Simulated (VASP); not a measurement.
# NaGa2 (P6/mmm) in VASP: notebook

NaGa2 is run at these levels: PBE; tasks: single point, relaxation of cell and atoms.

All numbers are computed with VASP 6.6.1; they aren't measurements. Logs are shortened: lines on timing, memory, paths and dates and some standing lists are left out, and cuts for length are marked.

### Step 1. The cell of the first run

It takes space group P6/mmm (No. 191, hexagonal). Conventional cell: a = 4.525 Å, b = 4.525 Å, c = 3.584 Å, α = 90.00°, β = 90.00°, γ = 120.00°. Within 4.2 Å of Na (site symmetry 6/mmm) lie 12 Ga at 3.17 Å and 2 Na at 3.58 Å. Ga (site symmetry -6m2) has 3 Ga at 2.61 Å and 6 Na at 3.17 Å within 3.4 Å.

### Step 2. Single point, PBE

Contents of INCAR:

```
PREC = Accurate ; ENCUT = 520
EDIFF = 1E-6 ; ISMEAR = 0
SIGMA = 0.1 ; LREAL = False
LASPH = True ; NELM = 60
ALGO = Fast ; ISIF = 2
LWAVE = False ; LCHARG = True
GGA = PE ; LELF = True
LVHAR = True ; NBANDS = 24
```

Contents of KPOINTS:

```
Automatic mesh
0
Gamma
  12 12 12
```

Contents of POSCAR:

```
NaGa2
1.0
    4.5253561044      0.0000000000      0.0000000000
   -2.2626780522      3.9190733476      0.0000000000
    0.0000000000      0.0000000000      3.5839838018
Na Ga
1 2
Direct
    0.0000000000      0.0000000000      0.0000000000
    0.3333333333      0.6666666667      0.5000000000
    0.6666666667      0.3333333333      0.5000000000
```

Potentials or basis: VASP PAW PBE potentials, release 64 (Na_pv, Ga_d).

Started as:

```console
$ cat potpaw_PBE.64/Na_pv/POTCAR potpaw_PBE.64/Ga_d/POTCAR > POTCAR
$ mpirun -np 1 vasp_std > vasp.out
```

OUTCAR:

```text
PREC = Accurate
   ENCUT = 520
   EDIFF = 1E-6
   ISMEAR = 0
   LREAL = False
   LASPH = True
   NELM = 60
   ISIF = 2
   GGA = PE

 ion  position               nearest neighbor table
   1  0.000  0.000  0.000-
   2  0.333  0.667  0.500-   3 2.61   3 2.61   3 2.61
   3  0.667  0.333  0.500-   2 2.61   2 2.61   2 2.61

  LATTYP: Found a hexagonal cell.
 ALAT       =     4.5253561044
 C/A-ratio  =     0.7919782928

  Lattice vectors:

 A1 = (   4.5253561044,   0.0000000000,   0.0000000000)
 A2 = (  -2.2626780522,   3.9190733476,   0.0000000000)
 A3 = (   0.0000000000,   0.0000000000,   3.5839838018)

Analysis of symmetry for initial positions (statically):
=====================================================================
 Subroutine PRICEL returns:
 Original cell was already a primitive cell.

 Routine SETGRP: Setting up the symmetry group for a
 hexagonal supercell.

 Subroutine GETGRP returns: Found 24 space group operations
 (whereof 24 operations were pure point group operations)
 out of a pool of 24 trial point group operations.

The static configuration has the point symmetry D_6h.

Analysis of symmetry for dynamics (positions and initial velocities):
=====================================================================
 Subroutine PRICEL returns:
 Original cell was already a primitive cell.

 Routine SETGRP: Setting up the symmetry group for a
 hexagonal supercell.

 Subroutine GETGRP returns: Found 24 space group operations
 (whereof 24 operations were pure point group operations)
 out of a pool of 24 trial point group operations.

The dynamic configuration has the point symmetry D_6h.

 Subroutine INISYM returns: Found 24 space group operations
 (whereof 24 operations are pure point group operations),
 and found     1 'primitive' translations

----------------------------------------------------------------------------------------

                                     Primitive cell

  volume of cell :      63.5627

  direct lattice vectors                    reciprocal lattice vectors
     4.525356104  0.000000000  0.000000000     0.220977085  0.127581179  0.000000000
    -2.262678052  3.919073348  0.000000000     0.000000000  0.255162359  0.000000000
     0.000000000  0.000000000  3.583983802     0.000000000  0.000000000  0.279019118

  length of vectors
     4.525356104  4.525356104  3.583983802     0.255162359  0.255162359  0.279019118

  position of ions in fractional coordinates (direct lattice)
     0.000000000  0.000000000  0.000000000
     0.333333333  0.666666667  0.500000000
     0.666666667  0.333333333  0.500000000

  ion indices of the primitive-cell ions
   primitive index   ion index
                 1           1
                 2           2
                 3           3

----------------------------------------------------------------------------------------

 KPOINTS: Automatic mesh

Automatic generation of k-mesh.
 Grid dimensions read from file:
 generate k-points for:   12   12   12

 Generating k-lattice:

  Cartesian coordinates                     Fractional coordinates (reciprocal lattice)
     0.018414757  0.010631765  0.000000000     0.083333333 -0.000000000  0.000000000
     0.000000000  0.021263530  0.000000000     0.000000000  0.083333333  0.000000000
     0.000000000  0.000000000  0.023251593     0.000000000  0.000000000  0.083333333

  Length of vectors
     0.021263530  0.021263530  0.023251593

  Shift w.r.t. Gamma in fractional coordinates (k-lattice)
     0.000000000  0.000000000  0.000000000

 Subroutine IBZKPT returns following result:
 ===========================================

 Found    133 irreducible k-points:

 Following reciprocal coordinates:
            Coordinates               Weight
  0.000000  0.000000  0.000000      1.000000
  0.083333 -0.000000  0.000000      6.000000
  0.166667 -0.000000  0.000000      6.000000
  0.250000  0.000000  0.000000      6.000000
  0.333333  0.000000  0.000000      6.000000
  0.416667 -0.000000  0.000000      6.000000
[... 16 lines left out ...]
  0.250000  0.000000  0.083333     12.000000
  0.333333  0.000000  0.083333     12.000000
 [... further k-points ...]
   k-points           NKPTS =    133   k-points in BZ     NKDIM =    133   number of bands    NBANDS=     24
   number of dos      NEDOS =    301   number of ions     NIONS =      3
   total plane-waves  NPLWV =  36288
   dimension x,y,z NGX =    36 NGY =   36 NGZ =   28
   dimension x,y,z NGXF=    72 NGYF=   72 NGZF=   56
   ions per type =               1   2
   NGX,Y,Z   is equivalent  to a cutoff of  13.23, 13.23, 12.99 a.u.
   NGXF,Y,Z  is equivalent  to a cutoff of  26.45, 26.45, 25.98 a.u.
 SYSTEM =  unknown system
   PREC   = accura    normal or accurate (medium, high low for compatibility)
   ISTART =      0    job   : 0-new  1-cont  2-samecut
   ICHARG =      2    charge: 1-file 2-atom 10-const
   ISPIN  =      1    spin polarized calculation?
   LNONCOLLINEAR =      F non collinear calculations
   LSORBIT =      F    spin-orbit coupling
   LASPH  =      T    aspherical Exc in radial PAW
   ENCUT  =  520.0 eV  38.22 Ry    6.18 a.u.   8.41  8.41  6.66*2*pi/ulx,y,z
   NELM   =     60;   NELMIN=  2; NELMDL= -5     # of ELM steps
   EDIFF  = 0.1E-05   stopping-criterion for ELM
   LREAL  =      F    real-space projection
   EDIFFG = 0.1E-04   stopping-criterion for IOM
   NSW    =      0    number of steps for IOM
   IBRION =     -1    ionic relax: 0-MD 1-quasi-New 2-CG
   NFREE  =      0    steps in history (QN), initial steepest desc. (CG)
   ISIF   =      2    stress and relaxation
   ISYM   =      2    0-nonsym 1-usesym 2-fastsym
   POTIM  = 0.5000    time-step for ionic-motion
   TEBEG  =    0.0;   TEEND  =   0.0 temperature during run
   PSTRESS=    0.0 pullay stress
   NELECT =      33.0000    total number of electrons
   NUPDOWN=      -1.0000    fix difference up-down
   EMIN   =  10.00;   EMAX   =-10.00  energy-range for DOS
   EFERMI =   0.00;   METHOD = LEGACY
   ISMEAR =     0;   SIGMA  =   0.10  broadening in eV -4-tet -1-fermi 0-gaus
   EFERMI_NEDOS =   21; number of points for ismear=-14 and -15
   IALGO  =     68    algorithm
   IMIX   =      4    mixing-type and parameters
     AMIX     =   0.40;   BMIX     =  1.00
     AMIX_MAG =   1.60;   BMIX_MAG =  1.00
  volume/ion in A,a.u.               =      21.19       142.98
  Fermi-wavevector in a.u.,A,eV,Ry     =   1.315766  2.486438 23.554962  1.731241
  Thomas-Fermi vector in A             =   2.445926
   LORBIT       =      0    0 simple, 1 ext, 2 COOP (PROOUT), +10 PAW based schemes
   GGA     = PE    functional components
   LHFCALC =     F    Hartree Fock is set to
   AEXX    =    0.0000 exact exchange contribution
   IVDW    =     0    specifies the selected vdW correction
   LEPSILON=     F    determine dielectric tensor
   LRPA    =     F    only Hartree local field effects (RPA)
 non-spin polarized calculation
 RMM-DIIS sequential band-by-band and
 Gauss-broadening in eV      SIGMA  =   0.10
  energy-cutoff  :      520.00
  volume of cell :       63.56
 maximum number of plane-waves:      1741
 NGX is ok and might be reduce to    36
   NGX = 17   NGY = 17   NGZ = 13

 number of electron      33.0000002 magnetization

 Free energy of the ion-electron system (eV)
  ---------------------------------------------------
  ext. energy  EPLUGINS =         0.00000000
  ---------------------------------------------------
  free energy    TOTEN  =        -7.49152477 eV

  energy without entropy =       -7.48732626  energy(sigma->0) =       -7.48942551

 E-fermi :   3.5301     XC(G=0):  -9.5869

 val. band max:        3.5251287591   @ k =   0.0000   0.0000   0.2500
 cond. band min:       3.5969465953   @ k =   0.2500   0.0000   0.5000
 fundamental gap:      0.0718178362
 Fermi energy:         3.5300993831

 k-point     1 :       0.0000    0.0000    0.0000
  band No.  band energies     occupation
      1     -20.6624      2.00000
      2     -20.6584      2.00000
      3     -20.6584      2.00000
      4     -11.4100      2.00000
      5     -11.2923      2.00000
      6     -11.2923      2.00000
[... 16 lines left out ...]
     23      12.4700      0.00000
     24      16.5755      0.00000

 k-point     2 :       0.0833   -0.0000    0.0000
  band No.  band energies     occupation
      1     -20.6623      2.00000
      2     -20.6587      2.00000
      3     -20.6584      2.00000
      4     -11.4087      2.00000
      5     -11.2935      2.00000
      6     -11.2907      2.00000
[... 16 lines left out ...]
     23      12.2231      0.00000
     24      15.9853      0.00000

 k-point     3 :       0.1667   -0.0000    0.0000
  band No.  band energies     occupation
      1     -20.6623      2.00000
      2     -20.6598      2.00000
      3     -20.6587      2.00000
      4     -11.4054      2.00000
      5     -11.3078      2.00000
      6     -11.3070      2.00000
[... 16 lines left out ...]
     23      11.6008      0.00000
     24      14.9728      0.00000

 k-point     4 :       0.2500    0.0000    0.0000
  band No.  band energies     occupation
      1     -20.6622      2.00000
      2     -20.6611      2.00000
      3     -20.6590      2.00000
      4     -11.4021      2.00000
      5     -11.3348      2.00000
      6     -11.3345      2.00000
[... 16 lines left out ...]
     23      11.8149      0.00000
     24      13.9541      0.00000

 k-point     5 :       0.3333    0.0000    0.0000
  band No.  band energies     occupation
      1     -20.6625      2.00000
      2     -20.6621      2.00000
      3     -20.6592      2.00000
      4     -11.4020      2.00000
      5     -11.3565      2.00000
      6     -11.3529      2.00000
[... 451 lines left out ...]
 k-point    22 :       0.1667   -0.0000    0.0833
  band No.  band energies     occupation
      1     -20.6645      2.00000
      2     -20.6595      2.00000
      3     -20.6584      2.00000
      4     -11.4030      2.00000
      5     -11.3073      2.00000
      6     -11.3070      2.00000
[... 16 lines left out ...]
     23      10.9406      0.00000
     24      14.3342      0.00000

 k-point    23 :       0.2500    0.0000    0.0833
  band No.  band energies     occupation
      1     -20.6644      2.00000
      2     -20.6608      2.00000
      3     -20.6587      2.00000
      4     -11.4000      2.00000
      5     -11.3344      2.00000
      6     -11.3339      2.00000
[... 16 lines left out ...]
     23      11.8812      0.00000
     24      13.9613      0.00000

 k-point    24 :       0.3333    0.0000    0.0833
  band No.  band energies     occupation
      1     -20.6643      2.00000
      2     -20.6622      2.00000
      3     -20.6590      2.00000
      4     -11.4006      2.00000
      5     -11.3563      2.00000
      6     -11.3514      2.00000
[... 16 lines left out ...]
     23      13.1924      0.00000
     24      13.6119      0.00000

 [... further k-points ...]

------------------------ aborting loop because EDIFF is reached ----------------------------------------

  FORCE on cell =-STRESS in cart. coord.  units (eV):
  Direction    XX          YY          ZZ          XY          YZ          ZX
  --------------------------------------------------------------------------------------
  -------------------------------------------------------------------------------------
  Total        0.0381712      0.0381712      0.0023353      0.0000000      0.0000000      0.0000000
  in kB        0.9621521      0.9621521      0.0588644      0.0000000      0.0000000      0.0000000
  external PRESSURE =       0.6610562 kB  Pullay stress =       0.0000000 kB

 VOLUME and BASIS-vectors are now :
 -----------------------------------------------------------------------------
  energy-cutoff  :      520.00
  volume of cell :       63.56
      direct lattice vectors                 reciprocal lattice vectors
     4.525356104  0.000000000  0.000000000     0.220977085  0.127581179  0.000000000
    -2.262678052  3.919073348  0.000000000     0.000000000  0.255162359  0.000000000
     0.000000000  0.000000000  3.583983802     0.000000000  0.000000000  0.279019118

 POSITION                                       TOTAL-FORCE (eV/Angst)
 -----------------------------------------------------------------------------------
      0.00000      0.00000      0.00000         0.000000      0.000000      0.000000
     -0.00000      2.61272      1.79199         0.000000      0.000000      0.000000
      2.26268      1.30636      1.79199        -0.000000     -0.000000     -0.000000
 -----------------------------------------------------------------------------------
    total drift:                                0.000000      0.000000     -0.000000

  FREE ENERGIE OF THE ION-ELECTRON SYSTEM (eV)
  ---------------------------------------------------
  free  energy   TOTEN  =        -7.4915247658 eV

  energy  without entropy=       -7.4873262594  energy(sigma->0) =       -7.48942551
```

Wall time 87 s (1 thread of Intel Xeon 6975P-C (Granite Rapids), shared host); peak memory 0.31 GiB.

What came out:

```yaml
Free_energy: -7.4915 eV
Pressure: 0.1 GPa
Band_gap_on_the_k_mesh: zero (an odd number of electrons rules out a gap without spin polarisation)
```

(Part 1 of 4 ends here.)

The gap in the log of VASP goes by the Fermi energy; the results here count the filled bands.